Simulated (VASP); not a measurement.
**Cl: single point with PBEsol**

The system is Cl.

```
Cl
1.0
     2.21151    0.00000    0.00000
     0.00000    2.21151    0.00000
     0.00000    0.00000    2.21151
Cl
1
Direct
  0.00000 0.00000 0.00000
```

This cell differs from its parent crystal: volume scaled by 0.5.

```json
{
 "Program": "VASP 6.6.1",
 "Task": "single point",
 "Functional": "PBEsol",
 "Potentials or basis": "VASP PAW PBE potentials, release 64 (Cl)",
 "Cutoff": "520 eV",
 "k mesh": "15 × 15 × 15",
 "Occupations": "fermi-dirac, width 0.08 eV",
 "Spin": "no spin polarisation",
 "Dipole correction": "no",
 "Further INCAR settings": "ALGO = Normal; EDIFF = 1e-06; NBANDS = 10"
}
```

The pressure is 148.3 GPa.

Levels at points of the mesh, in eV from the Fermi level:
| k point | band 1 | band 2 | band 3 | band 4 | band 5 | band 6 | band 7 | band 8 |
| --- | --- | --- | --- | --- | --- | --- | --- | --- |
| (0.00, 0.00, 0.00) | -25.21 | -0.57 | -0.57 | -0.57 | 5.58 | 5.58 | 11.74 | 26.04 |

Wall time 4.5 s on 1 thread of AMD EPYC 9R45 96-Core Processor (Zen 5), on a shared host, peak memory 0.08 GiB.

Caveat: the PAW data sets were made with another functional, which shifts forces and pressure a little; an odd number of electrons without spin polarisation forces a metal; a magnetic or distorted state may lie lower.
